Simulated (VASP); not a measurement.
SrVO3, 5 atoms in the cell. It takes space group Pm-3m (No. 221, cubic). Conventional cell: a = 3.842 Å, b = 3.842 Å, c = 3.842 Å, α = 90.00°, β = 90.00°, γ = 90.00°. Within 3.6 Å of Sr (site symmetry m-3m) lie 12 O at 2.72 Å and 8 V at 3.33 Å. Within 2.5 Å of V (site symmetry m-3m) lie 6 O at 1.92 Å. Within 2.5 Å of O (site symmetry 4/mmm) lie 2 V at 1.92 Å. 

| Item | Value |
| --- | --- |
| Program | VASP 6.6.1 |
| Task | single point |
| Functional | PBE |
| Potentials or basis | VASP PAW PBE potentials, release 64 (Sr_sv, V_sv, O_h) |
| Cutoff | 910 eV |
| k mesh | 5 × 5 × 5 |
| Occupations | fermi-dirac, width 0.1 eV |
| Spin | collinear spin, ferromagnetic start |
| Starting moments | [0.0, 0.2, 0.0, 0.0, 0.0] μB |
| Hubbard terms | V d U = 6.2 eV |
| Dipole correction | no |
| Further INCAR settings | ALGO = Normal; EDIFF = 1e-06; NBANDS = 32 |

Potentials or basis: VASP PAW PBE potentials, release 64 (Sr_sv, V_sv, O_h).

The run is started by

```console
$ cat potpaw_PBE.64/Sr_sv/POTCAR potpaw_PBE.64/V_sv/POTCAR potpaw_PBE.64/O_h/POTCAR > POTCAR
$ mpirun -np 1 vasp_std > vasp.out
```

Hardware: 1 thread of AMD EPYC 9R45 96-Core Processor (Zen 5) (shared host).

Problem. Estimate the wall time of this run.

Solution. Run time: 53 s on 1 thread of AMD EPYC 9R45 96-Core Processor (Zen 5), with other jobs on the host, peak memory 0.29 GiB. Counts: scf iterations 19, k points 10.
